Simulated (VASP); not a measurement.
## CuO: single point with BLYP+D3(BJ)+U

CuO:

```
Cu O
1.0
     2.06729   -2.04620    0.16214
     2.06729    2.04620    0.16214
    -0.40993    0.00000    5.21674
Cu O
2 2
Direct
  0.00000 0.50000 0.00000
  0.50000 0.00000 0.50000
  0.50005 0.49995 0.25000
  0.49995 0.50005 0.75000
```

```
Program                : VASP 6.6.1
Task                   : single point
Functional             : BLYP
Dispersion             : D3(BJ)
Potentials or basis    : VASP PAW PBE potentials, release 64 (Cu, O)
Cutoff                 : 520 eV
k mesh                 : 8 × 8 × 6
Occupations            : gaussian, width 0.05 eV
Spin                   : collinear spin, ferromagnetic start
Starting moments       : [0.63, 0.63, 0.36, 0.36] μB
Hubbard terms          : Cu d U = 4.0 eV
Dipole correction      : no
Further INCAR settings : ALGO = Normal; EDIFF = 1e-06; NBANDS = 29
```

```yaml
Pressure: -2.8 GPa
Band_gap_on_the_k_mesh: zero (filled and empty bands overlap)
Net_moment: 1.96 μB per cell
Site_moments: Cu +0.62; O +0.31 μB
Valence_electrons_inside_the_program's_atomic_spheres: Cu 9.92; O 4.99
Dispersion_energy_per_atom: -0.559 eV
```

Stress tensor (GPa, compression positive):
```
-2.58  0.00  0.05
 0.00 -2.49  0.00
 0.05  0.00 -3.19
```

Levels at points of the mesh, in eV from the Fermi level:
Spin up:
| k point | band 15 | band 16 | band 17 | band 18 | band 19 | band 20 | band 21 | band 22 |
| --- | --- | --- | --- | --- | --- | --- | --- | --- |
| (0.00, 0.00, 0.00) | -2.93 | -2.29 | -0.27 | -0.25 | 1.49 | 6.76 | 7.22 | 13.73 |
| (0.50, 0.00, 0.00) | -2.95 | -1.94 | -0.71 | -0.42 | 3.97 | 6.10 | 6.92 | 11.52 |
| (0.50, 0.50, 0.00) | -3.93 | -2.38 | -2.35 | 0.20 | 2.78 | 7.42 | 9.85 | 10.08 |
| (0.00, 0.00, 0.50) | -2.05 | -2.05 | -0.86 | -0.86 | 3.64 | 3.64 | 11.79 | 11.79 |
| (0.50, 0.00, 0.50) | -3.32 | -2.39 | -1.41 | -0.26 | 4.73 | 5.95 | 8.89 | 8.98 |
| (0.50, 0.50, 0.50) | -2.63 | -2.63 | -1.85 | -1.85 | 4.43 | 4.43 | 10.65 | 10.65 |
Spin down:
| k point | band 12 | band 13 | band 14 | band 15 | band 16 | band 17 | band 18 | band 19 | band 20 | band 21 |
| --- | --- | --- | --- | --- | --- | --- | --- | --- | --- | --- |
| (0.00, 0.00, 0.00) | -3.11 | -3.09 | -2.41 | -2.41 | -1.67 | 1.73 | 1.74 | 1.78 | 6.87 | 7.57 |
| (0.50, 0.00, 0.00) | -3.66 | -3.24 | -2.51 | -2.41 | -1.38 | 1.48 | 1.68 | 3.99 | 6.42 | 7.11 |
| (0.50, 0.50, 0.00) | -3.63 | -3.53 | -3.46 | -1.85 | -1.82 | -0.17 | 2.41 | 2.75 | 7.37 | 10.02 |
| (0.00, 0.00, 0.50) | -3.63 | -3.09 | -3.09 | -1.50 | -1.50 | 1.33 | 1.33 | 3.94 | 3.94 | 11.96 |
| (0.50, 0.00, 0.50) | -3.58 | -3.14 | -2.90 | -2.42 | -1.83 | 0.89 | 1.73 | 4.86 | 6.24 | 9.08 |
| (0.50, 0.50, 0.50) | -3.78 | -2.39 | -2.39 | -2.10 | -2.10 | 0.85 | 0.85 | 4.42 | 4.42 | 10.93 |

Eigenvalues of the final occupation matrices:
```
    site  spin  trace               eigenvalues
site 1 d     1   4.90  0.95 0.97 0.97 0.98 1.02
site 1 d     2   4.27  0.42 0.94 0.97 0.97 0.98
site 2 d     1   4.90  0.95 0.97 0.97 0.98 1.02
site 2 d     2   4.27  0.42 0.94 0.97 0.97 0.98
```

Run time: 9.9 min on 1 thread of AMD EPYC 7R13, on a shared host, peak memory 0.31 GiB.

Caveat: the PAW data sets were made with another functional, which shifts forces and pressure a little; pairwise dispersion overbinds metals, which lowers pressure and volume. The state reached can hang on the start; a lower one may exist.
